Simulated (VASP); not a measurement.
CdTe:

```
CELL_PARAMETERS angstrom
0.00000 3.26786 3.26786
3.26786 0.00000 3.26786
3.26786 3.26786 0.00000
ATOMIC_POSITIONS crystal
Te 0.75000 0.75000 0.75000
Cd 0.00000 0.00000 0.00000
```

Base run:

- Program: VASP 6.6.1
- Functional: HSE06
- Potentials or basis: VASP PAW PBE potentials, release 64 (Te, Cd)
- Cutoff: 520 eV
- k mesh: 4 × 4 × 4
- Occupations: fermi-dirac, width 0.05 eV
- Spin: no spin polarisation

Its results: band gap on the k mesh 1.48 eV; pressure 0.7 GPa.

Task: The run is repeated on the same cell with these changes: functional from HSE06 to PBE0. What comes out?

Result: Band gap on the k mesh 2.16 eV; pressure 0.5 GPa.

Caveats: the PAW data sets were made with another functional, which shifts forces and pressure a little; spin-orbit coupling is left out, which moves the levels of the heavy elements.

